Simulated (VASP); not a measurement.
CdSe (Cadmoselite): single point with PBEsol

CdSe (Cadmoselite):

```
Cd Se
1.0
     4.09870    0.00000    0.00000
    -2.04935    3.54958    0.00000
     0.00000    0.00000    6.72978
Cd Se
2 2
Direct
  0.33333 0.66667 0.00568
  0.66667 0.33333 0.50568
  0.33333 0.66667 0.37932
  0.66667 0.33333 0.87932
```

```json
{
 "Program": "VASP 6.6.1",
 "Task": "single point",
 "Functional": "PBEsol",
 "Potentials or basis": "VASP PAW PBE potentials, release 64 (Cd, Se)",
 "Cutoff": "520 eV",
 "k mesh": "6 × 6 × 4",
 "Occupations": "gaussian, width 0.01 eV",
 "Spin": "no spin polarisation",
 "Dipole correction": "no",
 "Further INCAR settings": "ALGO = Normal; EDIFF = 1e-06; NBANDS = 26"
}
```

* Pressure: 10.6 GPa
* Band gap on the k mesh: 0.81 eV, direct

Levels at points of the mesh, in eV from the valence-band top:
```csv
k point,band 16,band 17,band 18,band 19,band 20,band 21
"(0.00, 0.00, 0.00)",-0.10,0.00,0.00,0.81,2.25,5.75
"(0.50, 0.00, 0.00)",-2.41,-1.81,-0.99,3.15,3.34,4.53
"(0.00, 0.00, 0.50)",-0.53,-0.53,-0.53,2.51,2.51,5.93
"(0.50, 0.00, 0.50)",-1.80,-1.75,-1.75,2.78,2.78,4.74
```

It took 24 s on 1 thread of Intel(R) Xeon(R) 6975P-C (Granite Rapids) (shared host), peak memory 0.21 GiB.

Caveat: the PAW data sets were made with another functional, which shifts forces and pressure a little. As with any semilocal functional, this PBEsol gap is likely too small.
